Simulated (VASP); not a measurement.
Zn, 2 atoms in the cell. The structure is cubic, space group Fd-3m (No. 227). Conventional cell: a = 5.830 Å, b = 5.830 Å, c = 5.830 Å, α = 90.00°, β = 90.00°, γ = 90.00°. Zn (site symmetry -43m) has 4 Zn at 2.52 Å within 3.3 Å. 

* Program: VASP 6.6.1
* Task: single point
* Functional: PBE
* Potentials or basis: VASP PAW PBE potentials, release 64 (Zn)
* Cutoff: 520 eV
* k mesh: 12 × 12 × 12
* Occupations: fermi-dirac, width 0.05 eV
* Spin: no spin polarisation
* Dipole correction: no
* Further INCAR settings: ALGO = Normal; EDIFF = 1e-07; NBANDS = 19

Potentials or basis: VASP PAW PBE potentials, release 64 (Zn).

The run is started by

```sh
$ cat potpaw_PBE.64/Zn/POTCAR > POTCAR
$ mpirun -np 1 vasp_std > vasp.out
```

Hardware: 1 thread of Intel Xeon 6975P-C, on a shared host.

Task: How long does it take, and how much memory?

Result: Run time: 40 s on 1 thread of Intel Xeon 6975P-C, with other jobs on the host, peak memory 0.2 GiB. Counts: scf iterations 13, k points 72.
